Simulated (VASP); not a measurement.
A run of VASP 6.6.1 is set up as follows.

INCAR

```
PREC = Accurate ; ENCUT = 600
EDIFF = 1E-6 ; ISMEAR = 0
SIGMA = 0.02 ; LREAL = F
LASPH = T ; NELM = 80
ALGO = Normal ; ISIF = 3
LWAVE = F ; LCHARG = F
GGA = PE ; IVDW = 12
IBRION = 2 ; NSW = 100
EDIFFG = -0.005
```

The input KPOINTS:

```
Automatic mesh
0
Gamma
  8 8 6
```

File POSCAR:

```
PbO
1.0
    3.9744000000      0.0000000000      0.0000000000
    0.0000000000      3.9744000000      0.0000000000
    0.0000000000      0.0000000000      5.0220000000
Pb O
2 2
Direct
    0.0000000000      0.5000000000      0.2351000000
    0.5000000000      0.0000000000      0.7649000000
    0.0000000000      0.0000000000      0.0000000000
    0.5000000000      0.5000000000      0.0000000000
```

Potentials or basis: VASP PAW PBE potentials, release 64 (Pb_d, O).

Launch:

```console
$ cat potpaw_PBE.64/Pb_d/POTCAR potpaw_PBE.64/O/POTCAR > POTCAR
$ mpirun -np 1 vasp_std > vasp.out
```

(1) Estimate the relaxed volume.

(2) Estimate the space group after relaxing (to 0.1 Å).

(3) Estimate the relaxed cell.

Answers

(1) 20.21 Å³/atom.

(2) P4/nmm (No. 129).

(3) a = 4.035 Å, b = 4.035 Å, c = 4.966 Å, α = 90.00°, β = 90.00°, γ = 90.00°.
